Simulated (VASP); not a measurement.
# Al2O3 (R-3c) in VASP: relaxation of cell and atoms with r2SCAN

Aim: the relaxation of cell and atoms of Al2O3 with r2SCAN.

Program: VASP 6.6.1. These are calculated values, not measurements. Logs are shortened: lines on timing, memory, paths and dates and some standing lists are left out, and cuts for length are marked.

## 1. The cell of the first run

It takes space group R-3c (No. 167, trigonal). Conventional cell: a = 4.805 Å, b = 4.805 Å, c = 13.116 Å, α = 90.00°, β = 90.00°, γ = 120.00°. Within 2.5 Å of Al (site symmetry 3) lie 6 O at 1.87 to 1.99 Å. O (site symmetry 2) has 4 Al at 1.87 to 1.99 Å and 12 O at 2.55 to 2.89 Å within 2.9 Å.

## 2. Relaxation of cell and atoms, r2SCAN

POSCAR reads:

```
Al2O3
1.0
    2.4025136104      1.3870918797      4.3720844159
   -2.4025136104      1.3870918797      4.3720844159
    0.0000000000     -2.7741837594      4.3720844159
Al O
4 6
Direct
    0.1479040000      0.1479040000      0.1479040000
    0.3520960000      0.3520960000      0.3520960000
    0.6479040000      0.6479040000      0.6479040000
    0.8520960000      0.8520960000      0.8520960000
    0.9438545000      0.5561455000      0.2500000000
    0.4438545000      0.7500000000      0.0561455000
    0.5561455000      0.2500000000      0.9438545000
    0.2500000000      0.9438545000      0.5561455000
    0.7500000000      0.0561455000      0.4438545000
    0.0561455000      0.4438545000      0.7500000000
```

INCAR.step1 reads:

```
SYSTEM = Al2O3
  PREC = Accurate
  ENCUT = 600
  ISMEAR = 0
  SIGMA = 0.1
  LREAL = .FALSE.
  LASPH = .TRUE.
  NELM = 60
  GGA = PE
  ALGO = Normal
  EDIFF = 1E-4
  LWAVE = .TRUE.
  LCHARG = .FALSE.
```

INCAR.step2 reads:

```
SYSTEM = Al2O3
  PREC = Accurate
  ENCUT = 600
  EDIFF = 1E-6
  ISMEAR = 0
  SIGMA = 0.1
  LREAL = .FALSE.
  LASPH = .TRUE.
  NELM = 60
  ALGO = Normal
  ISIF = 3
  LWAVE = .FALSE.
  LCHARG = .FALSE.
  METAGGA = R2SCAN
  LMIXTAU = .TRUE.
  IBRION = 2
  NSW = 90
  EDIFFG = -0.04
  ISTART = 1
```

KPOINTS reads:

```
Automatic mesh
0
G
  6 6 6
  0 0 0
```

Potentials or basis: VASP PAW PBE potentials, release 64 (Al, O).

Command:

```
> cat potpaw_PBE.64/Al/POTCAR potpaw_PBE.64/O/POTCAR > POTCAR
> cp INCAR.step1 INCAR
> mpirun -np 1 vasp_std > vasp.out
> cp INCAR.step2 INCAR
> mpirun -np 1 vasp_std > vasp.out
```

OUTCAR:

```text
SYSTEM = Al2O3
   PREC = Accurate
   ENCUT = 600
   EDIFF = 1E-6
   ISMEAR = 0
   LREAL = .FALSE.
   LASPH = .TRUE.
   NELM = 60
   ISIF = 3
   METAGGA = R2SCAN
   IBRION = 2
   NSW = 90
   EDIFFG = -0.04
   ISTART = 1

 ion  position               nearest neighbor table
   1  0.148  0.148  0.148-   6 1.87  10 1.87   9 1.87   5 1.99   7 1.99   8 1.99   2 2.68   4 2.82
                             4 2.82   4 2.82   2 3.25   2 3.25   2 3.25
   2  0.352  0.352  0.352-   9 1.87  10 1.87   6 1.87   5 1.99   8 1.99   7 1.99   1 2.68   3 2.82
                             3 2.82   3 2.82   1 3.25   1 3.25   1 3.25
   3  0.648  0.648  0.648-   8 1.87   5 1.87   7 1.87  10 1.99   9 1.99   6 1.99   4 2.68   2 2.82
                             2 2.82   2 2.82   4 3.25   4 3.25   4 3.25
   4  0.852  0.852  0.852-   7 1.87   5 1.87   8 1.87  10 1.99   6 1.99   9 1.99   3 2.68   1 2.82
                             1 2.82   1 2.82   3 3.25   3 3.25   3 3.25
   5  0.944  0.556  0.250-   3 1.87   4 1.87   1 1.99   2 1.99
   6  0.444  0.750  0.056-   1 1.87   2 1.87   4 1.99   3 1.99
   7  0.556  0.250  0.944-   4 1.87   3 1.87   1 1.99   2 1.99
   8  0.250  0.944  0.556-   3 1.87   4 1.87   2 1.99   1 1.99
   9  0.750  0.056  0.444-   2 1.87   1 1.87   3 1.99   4 1.99
  10  0.056  0.444  0.750-   1 1.87   2 1.87   3 1.99   4 1.99

  LATTYP: Found a trigonal (rhomboedric) cell.
 ALAT       =     5.1779549699
 COS(alpha) =     0.5694286086

  Lattice vectors:

 A1 = (   2.4025136104,   1.3870918797,   4.3720844159)
 A2 = (  -2.4025136104,   1.3870918797,   4.3720844159)
 A3 = (   0.0000000000,  -2.7741837594,   4.3720844159)

Analysis of symmetry for initial positions (statically):
=====================================================================
 Subroutine PRICEL returns:
 Original cell was already a primitive cell.

 Routine SETGRP: Setting up the symmetry group for a
 trigonal (rhombohedral) supercell.

 Subroutine GETGRP returns: Found 12 space group operations
 (whereof  6 operations were pure point group operations)
 out of a pool of 12 trial point group operations.

The static configuration has the point symmetry S_6 .
 The point group associated with its full space group is D_3d.

Analysis of symmetry for dynamics (positions and initial velocities):
=====================================================================
 Subroutine PRICEL returns:
 Original cell was already a primitive cell.

 Routine SETGRP: Setting up the symmetry group for a
 trigonal (rhombohedral) supercell.

 Subroutine GETGRP returns: Found 12 space group operations
 (whereof  6 operations were pure point group operations)
 out of a pool of 12 trial point group operations.

The dynamic configuration has the point symmetry S_6 .
 The point group associated with its full space group is D_3d.

 Subroutine INISYM returns: Found 12 space group operations
 (whereof  6 operations are pure point group operations),
 and found     1 'primitive' translations

----------------------------------------------------------------------------------------

                                     Primitive cell

  volume of cell :      87.4200

  direct lattice vectors                    reciprocal lattice vectors
     2.402513610  1.387091880  4.372084416     0.208115366  0.120155463  0.076241285
    -2.402513610  1.387091880  4.372084416    -0.208115366  0.120155463  0.076241285
     0.000000000 -2.774183759  4.372084416     0.000000000 -0.240310925  0.076241285

  length of vectors
     5.177954970  5.177954970  5.177954970     0.252115201  0.252115201  0.252115201

  position of ions in fractional coordinates (direct lattice)
     0.147904000  0.147904000  0.147904000
     0.352096000  0.352096000  0.352096000
     0.647904000  0.647904000  0.647904000
     0.852096000  0.852096000  0.852096000
     0.943854500  0.556145500  0.250000000
     0.443854500  0.750000000  0.056145500
     0.556145500  0.250000000  0.943854500
     0.250000000  0.943854500  0.556145500
     0.750000000  0.056145500  0.443854500
     0.056145500  0.443854500  0.750000000

  ion indices of the primitive-cell ions
   primitive index   ion index
                 1           1
                 2           2
                 3           3
                 4           4
                 5           5
                 6           6
                 7           7
                 8           8
                 9           9
                10          10

----------------------------------------------------------------------------------------

 KPOINTS: Automatic mesh

Automatic generation of k-mesh.
 Grid dimensions read from file:
 generate k-points for:    6    6    6

 Generating k-lattice:

  Cartesian coordinates                     Fractional coordinates (reciprocal lattice)
     0.034685894  0.020025910  0.012706881     0.166666667 -0.000000000  0.000000000
    -0.034685894  0.020025910  0.012706881    -0.000000000  0.166666667  0.000000000
     0.000000000 -0.040051821  0.012706881     0.000000000  0.000000000  0.166666667

  Length of vectors
     0.042019200  0.042019200  0.042019200

  Shift w.r.t. Gamma in fractional coordinates (k-lattice)
     0.000000000  0.000000000  0.000000000

 Subroutine IBZKPT returns following result:
 ===========================================

 Found     32 irreducible k-points:

 Following reciprocal coordinates:
            Coordinates               Weight
  0.000000  0.000000  0.000000      1.000000
  0.166667  0.000000 -0.000000      6.000000
  0.333333 -0.000000 -0.000000      6.000000
  0.500000  0.000000  0.000000      3.000000
  0.166667  0.166667 -0.000000      6.000000
  0.333333  0.166667  0.000000     12.000000
[... 16 lines left out ...]
  0.500000  0.500000  0.166667      6.000000
 -0.333333  0.500000  0.166667     12.000000
 [... further k-points ...]
   k-points           NKPTS =     32   k-points in BZ     NKDIM =     32   number of bands    NBANDS=     30
   number of dos      NEDOS =    301   number of ions     NIONS =     10
   total plane-waves  NPLWV =  74088
   dimension x,y,z NGX =    42 NGY =   42 NGZ =   42
   dimension x,y,z NGXF=    84 NGYF=   84 NGZF=   84
   ions per type =               4   6
   NGX,Y,Z   is equivalent  to a cutoff of  13.48, 13.48, 13.48 a.u.
   NGXF,Y,Z  is equivalent  to a cutoff of  26.97, 26.97, 26.97 a.u.
 SYSTEM =  Al2O3
   PREC   = accura    normal or accurate (medium, high low for compatibility)
   ISTART =      1    job   : 0-new  1-cont  2-samecut
   ICHARG =      0    charge: 1-file 2-atom 10-const
   ISPIN  =      1    spin polarized calculation?
   LNONCOLLINEAR =      F non collinear calculations
   LSORBIT =      F    spin-orbit coupling
   LASPH  =      T    aspherical Exc in radial PAW
   ENCUT  =  600.0 eV  44.10 Ry    6.64 a.u.  10.34 10.34 10.34*2*pi/ulx,y,z
   NELM   =     60;   NELMIN=  2; NELMDL=  0     # of ELM steps
   EDIFF  = 0.1E-05   stopping-criterion for ELM
   LREAL  =      F    real-space projection
   EDIFFG = -.4E-01   stopping-criterion for IOM
   NSW    =     90    number of steps for IOM
   IBRION =      2    ionic relax: 0-MD 1-quasi-New 2-CG
   NFREE  =      1    steps in history (QN), initial steepest desc. (CG)
   ISIF   =      3    stress and relaxation
   ISYM   =      2    0-nonsym 1-usesym 2-fastsym
   POTIM  = 0.5000    time-step for ionic-motion
   TEBEG  =    0.0;   TEEND  =   0.0 temperature during run
   PSTRESS=    0.0 pullay stress
   NELECT =      48.0000    total number of electrons
   NUPDOWN=      -1.0000    fix difference up-down
   EMIN   =  10.00;   EMAX   =-10.00  energy-range for DOS
   EFERMI =   0.00;   METHOD = LEGACY
   ISMEAR =     0;   SIGMA  =   0.10  broadening in eV -4-tet -1-fermi 0-gaus
   EFERMI_NEDOS =   21; number of points for ismear=-14 and -15
   IALGO  =     38    algorithm
   IMIX   =      4    mixing-type and parameters
     AMIX     =   0.40;   BMIX     =  1.00
     AMIX_MAG =   1.60;   BMIX_MAG =  1.00
  volume/ion in A,a.u.               =       8.74        58.99
  Fermi-wavevector in a.u.,A,eV,Ry     =   1.340556  2.533283 24.450898  1.797090
  Thomas-Fermi vector in A             =   2.468859
   LORBIT       =      0    0 simple, 1 ext, 2 COOP (PROOUT), +10 PAW based schemes
   METAGGA = R2SCAN    functional components
   LHFCALC =     F    Hartree Fock is set to
   AEXX    =    0.0000 exact exchange contribution
   IVDW    =     0    specifies the selected vdW correction
   LEPSILON=     F    determine dielectric tensor
   LRPA    =     F    only Hartree local field effects (RPA)
 conjugate gradient relaxation of ions
 non-spin polarized calculation
 Gauss-broadening in eV      SIGMA  =   0.10
  energy-cutoff  :      600.00
  volume of cell :       87.42
 maximum number of plane-waves:      2964
 NGX is ok and might be reduce to    42
   NGX = 21   NGY = 21   NGZ = 21

--------------------------------------- Ionic step        1  -------------------------------------------

 number of electron      47.9999999 magnetization

 Free energy of the ion-electron system (eV)
  ---------------------------------------------------
  ext. energy  EPLUGINS =         0.00000000
  ---------------------------------------------------
  free energy    TOTEN  =       -96.23421179 eV

  energy without entropy =      -96.23421179  energy(sigma->0) =      -96.23421179

------------------------ aborting loop because EDIFF is reached ----------------------------------------

  FORCE on cell =-STRESS in cart. coord.  units (eV):
  Direction    XX          YY          ZZ          XY          YZ          ZX
  --------------------------------------------------------------------------------------
  -------------------------------------------------------------------------------------
  Total       -4.2999541     -4.2999541     -4.0950029      0.0000000      0.0000000      0.0000000
  in kB      -78.8067696    -78.8067696    -75.0505579      0.0000000      0.0000000      0.0000000
  external PRESSURE =     -77.5546990 kB  Pullay stress =       0.0000000 kB
[... 161 lines left out ...]
  energy  without entropy=      -96.3035343267  energy(sigma->0) =      -96.30353433

--------------------------------------- Ionic step        5  -------------------------------------------

 number of electron      48.0000002 magnetization

 Free energy of the ion-electron system (eV)
  ---------------------------------------------------
  ext. energy  EPLUGINS =         0.00000000
  ---------------------------------------------------
  free energy    TOTEN  =       -96.30385988 eV

  energy without entropy =      -96.30385988  energy(sigma->0) =      -96.30385988

 E-fermi :   6.2648     XC(G=0): -12.2447

 val. band max:        5.7717416375   @ k =   0.0000   0.0000   0.0000
 cond. band min:      12.9638709391   @ k =   0.0000   0.0000   0.0000
 fundamental gap:      7.1921293016
 Fermi energy:         6.2647665357

 k-point     1 :       0.0000    0.0000    0.0000
  band No.  band energies     occupation
      1     -14.4575      2.00000
      2     -12.1527      2.00000
      3     -11.8785      2.00000
      4     -11.8785      2.00000
      5     -11.5672      2.00000
      6     -11.5672      2.00000
[... 781 lines left out ...]
     29      17.3902      0.00000
     30      18.0354      0.00000

 [... further k-points ...]

------------------------ aborting loop because EDIFF is reached ----------------------------------------

  FORCE on cell =-STRESS in cart. coord.  units (eV):
  Direction    XX          YY          ZZ          XY          YZ          ZX
  --------------------------------------------------------------------------------------
  -------------------------------------------------------------------------------------
  Total       -0.0928388     -0.0928388      0.0186771      0.0000000     -0.0000000      0.0000000
  in kB       -1.7559751     -1.7559751      0.3532632      0.0000000     -0.0000000      0.0000000
  external PRESSURE =      -1.0528957 kB  Pullay stress =       0.0000000 kB
[... 25 lines left out ...]
  FREE ENERGIE OF THE ION-ELECTRON SYSTEM (eV)
  ---------------------------------------------------
  free  energy   TOTEN  =       -96.3038598840 eV

  energy  without entropy=      -96.3038598840  energy(sigma->0) =      -96.30385988

 reached required accuracy - stopping structural energy minimisation
```

Run time: 14 min. Hardware: 1 thread of AMD EPYC 9R45 (Zen 5), shared host; peak memory 0.29 GiB.

Results:

| Property | Result |
| --- | --- |
| Free energy | -96.3039 eV |
| Relaxed volume | 8.47 Å³/atom |
| Relaxed cell | a = 5.123 Å, b = 5.123 Å, c = 5.123 Å, α = 55.31°, β = 55.31°, γ = 55.31° |
| Space group after relaxing (to 0.1 Å) | R-3c (No. 167) |
| Energy gained by relaxing | 7.0 meV/atom |
| Ionic steps | 5 |
| Pressure after relaxing | -0.1 GPa |
| Largest force after relaxing | 0.007 eV/Å |
| Band gap on the k mesh | 7.19 eV |

Forces on the atoms (eV/Å):
```
Al   0.000  0.000  0.007
Al   0.000  0.000 -0.007
Al   0.000  0.000  0.007
Al   0.000  0.000 -0.007
O    0.000  0.000  0.000
O    0.000  0.000  0.000
O    0.000  0.000  0.000
O    0.000  0.000  0.000
O    0.000  0.000  0.000
O    0.000  0.000  0.000
```

The path:
| step | energy change (eV) | largest force (eV/Å) | pressure (GPa) | volume (Å³) |
| --- | --- | --- | --- | --- |
| 1 | 0.0000 | 0.0383 | -7.76 | 87.42 |
| 2 | -0.0065 | 0.0861 | 8.33 | 82.17 |
| 3 | -0.0694 | 0.0442 | 0.08 | 84.67 |
| 4 | -0.0693 | 0.0441 | -0.12 | 84.72 |
| 5 | -0.0696 | 0.0069 | -0.11 | 84.71 |

Final structure:
```
Al O
1.0
     2.37771    1.37277    4.32529
    -2.37771    1.37277    4.32529
     0.00000   -2.74554    4.32529
Al O
4 6
Direct
  0.14812 0.14812 0.14812
  0.35188 0.35188 0.35188
  0.64812 0.64812 0.64812
  0.85188 0.85188 0.85188
  0.94375 0.55625 0.25000
  0.44375 0.75000 0.05625
  0.55625 0.25000 0.94375
  0.25000 0.94375 0.55625
  0.75000 0.05625 0.44375
  0.05625 0.44375 0.75000
```

Caveat: the PAW data sets were made with another functional, which shifts forces and pressure a little. A k mesh can miss the band edges.
